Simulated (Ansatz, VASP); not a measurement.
# Two plane-wave programs on KPt4S8

```xyz
13
Lattice="7.1189 0.0000 0.0000 -3.5595 6.1652 0.0000 0.0000 0.0000 7.2987" Properties=species:S:1:pos:R:3 pbc="T T T"
Pt    1.7797    3.0826    0.0000
Pt    3.5595    0.0000    0.0000
Pt   -1.7797    3.0826    0.0000
Pt    0.0000    0.0000    0.0000
S    -0.0071    2.0510    1.2380
S    -1.7797    5.1376    1.2581
S     3.5666    2.0510    1.2380
S     1.7797    5.1459    1.2380
S     1.7797    1.0193    6.0607
S    -0.0071    4.1142    6.0607
S     5.3392    1.0275    6.0406
S     3.5666    4.1142    6.0607
K     1.7797    3.0826    3.6493
```

Alike in both runs: functional PBE; dispersion D3(BJ); k mesh 6 × 6 × 4; occupations gaussian, width 0.1 eV; no spin polarisation.

Ansatz relaxed the structure, and its values are those at the end. VASP's run is a single point on that final structure, the one shown.

|  | VASP | Ansatz |
| --- | --- | --- |
| version | VASP 6.6.1 | Ansatz 0.2.0 |
| potentials or method | VASP PAW PBE potentials, release 64 (Pt, S, K_sv), cutoff 520 eV | scalar-relativistic, plane waves, PAW |
| valence electrons in the cell | 97 | 129 |

|  | VASP | Ansatz | Ansatz less VASP |
| --- | --- | --- | --- |
| gap on the k mesh at the Fermi level (eV) | none | none | - |
| pressure (GPa) | -0.3 | 0.0 | +0.28 |
| rms of the force components (eV/Å) | 0.018 | 0.007 | -0.0114 |

A gap of «none» marks a metal or a gap that the smearing closes. VASP's potentials hold 97 valence electrons a cell and Ansatz's 129, so a difference there can come from the potentials and not from the codes.

Neither program's run includes spin-orbit coupling.
